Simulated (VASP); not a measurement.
Set up this calculation in VASP 6.6.1, as the native input.

```yaml
Task: single point
Functional: r2SCAN
Potentials_or_basis: VASP PAW PBE potentials, release 64 (Os, Se)
Cutoff: 520 eV
k_mesh: 10 × 10 × 10
Occupations: gaussian, width 0.05 eV
Spin: collinear spin, ferromagnetic start
Starting_moments: "[0.5, 0.0] μB"
Dipole_correction: no
Further_INCAR_settings: ALGO = Normal; EDIFF = 1e-06; NBANDS = 18
```

Crystal: OsSe.

```
CELL_PARAMETERS angstrom
0.00000 2.73478 2.73478
2.73478 0.00000 2.73478
2.73478 2.73478 0.00000
ATOMIC_POSITIONS crystal
Os 0.00000 0.00000 0.00000
Se 0.25000 0.25000 0.25000
```

The input as run:

POSCAR

```
OsSe
1.0
    0.0000000000      2.7347795838      2.7347795838
    2.7347795838      0.0000000000      2.7347795838
    2.7347795838      2.7347795838      0.0000000000
Os Se
1 1
Direct
    0.0000000000      0.0000000000      0.0000000000
    0.2500000000      0.2500000000      0.2500000000
```

INCAR.step1

```
ALGO     = Normal         # electronic algorithm
EDIFF    = 1E-4           # SCF threshold, eV
ENCUT    = 520            # plane-wave cutoff, eV
GGA      = PE             # functional
ISMEAR   = 0              # smearing method
ISPIN    = 2              # spin polarisation
LASPH    = True           # aspherical terms in the spheres
LCHARG   = False          # write CHGCAR
LMAXMIX  = 4              # l up to which the mixer works
LREAL    = False          # projectors in reciprocal space
LWAVE    = True           # write WAVECAR
MAGMOM   = 0.5 0          # initial moments
NBANDS   = 18             # bands
NELM     = 150            # most SCF steps
PREC     = Accurate       # precision mode
SIGMA    = 0.05           # smearing width, eV
```

INCAR.step2

```
ALGO     = Normal         # electronic algorithm
EDIFF    = 1E-6           # SCF threshold, eV
ENCUT    = 520            # plane-wave cutoff, eV
ISIF     = 2              # what is computed and relaxed
ISMEAR   = 0              # smearing method
ISPIN    = 2              # spin polarisation
ISTART   = 1            
LASPH    = True           # aspherical terms in the spheres
LCHARG   = False          # write CHGCAR
LMAXMIX  = 4              # l up to which the mixer works
LMIXTAU  = True         
LORBIT   = 11             # projections on sites
LREAL    = False          # projectors in reciprocal space
LWAVE    = False          # write WAVECAR
MAGMOM   = 0.5 0          # initial moments
METAGGA  = R2SCAN         # meta-GGA
NBANDS   = 18             # bands
NELM     = 150            # most SCF steps
PREC     = Accurate       # precision mode
SIGMA    = 0.05           # smearing width, eV
```

KPOINTS

```
k-points
0
Gamma
  10 10 10
```

Potentials or basis: VASP PAW PBE potentials, release 64 (Os, Se).

Run with:

```console
$ cat potpaw_PBE.64/Os/POTCAR potpaw_PBE.64/Se/POTCAR > POTCAR
$ cp INCAR.step1 INCAR
$ mpirun -np 1 vasp_std > vasp.out
$ cp INCAR.step2 INCAR
$ mpirun -np 1 vasp_std > vasp.out
```

It gave:

```
Pressure                                              : 0.6 GPa
Net moment                                            : 0.13 μB per cell
Site moments                                          : Os +0.12; Se -0.00 μB
Valence electrons inside the program's atomic spheres : Os 7.38; Se 3.99
```

Caveat: the PAW data sets were made with another functional, which shifts forces and pressure a little.

It took 110 s on 1 thread of Intel(R) Xeon(R) 6975P-C (Granite Rapids) (shared host), peak memory 0.23 GiB.
